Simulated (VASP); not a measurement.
Input of a VASP 6.6.1 run:

The input INCAR:

```
PREC = Accurate ; ENCUT = 520
EDIFF = 1E-6 ; ISMEAR = 0
SIGMA = 0.1 ; LREAL = F
LASPH = T ; NELM = 100
ALGO = Normal ; ISIF = 2
LWAVE = F ; LCHARG = F
GGA = PS ; NBANDS = 21
```

KPOINTS

```
Automatic mesh
0
Gamma
  6 6 6
```

Contents of POSCAR:

```
Sn
1.0
    0.0000000000      3.2849869970      3.2849869970
    3.2849869970      0.0000000000      3.2849869970
    3.2849869970      3.2849869970      0.0000000000
Sn
2
Direct
    0.0000000000      0.0000000000      0.0000000000
    0.2500000000      0.2500000000      0.2500000000
```

Potentials or basis: VASP PAW PBE potentials, release 64 (Sn_d).

The run is started by

```console
$ cat potpaw_PBE.64/Sn_d/POTCAR > POTCAR
$ mpirun -np 1 vasp_std > vasp.out
```

(1) What does it give for the pressure?

(2) Estimate the band gap on the k mesh.

Results:

(1) -0.6 GPa.

(2) zero (band 14 reaches 5.20 eV, above the bottom of band 15 at 4.98 eV).

Caveat: the PAW data sets were made with another functional, which shifts forces and pressure a little; spin-orbit coupling is left out, which moves the levels of the heavy elements.
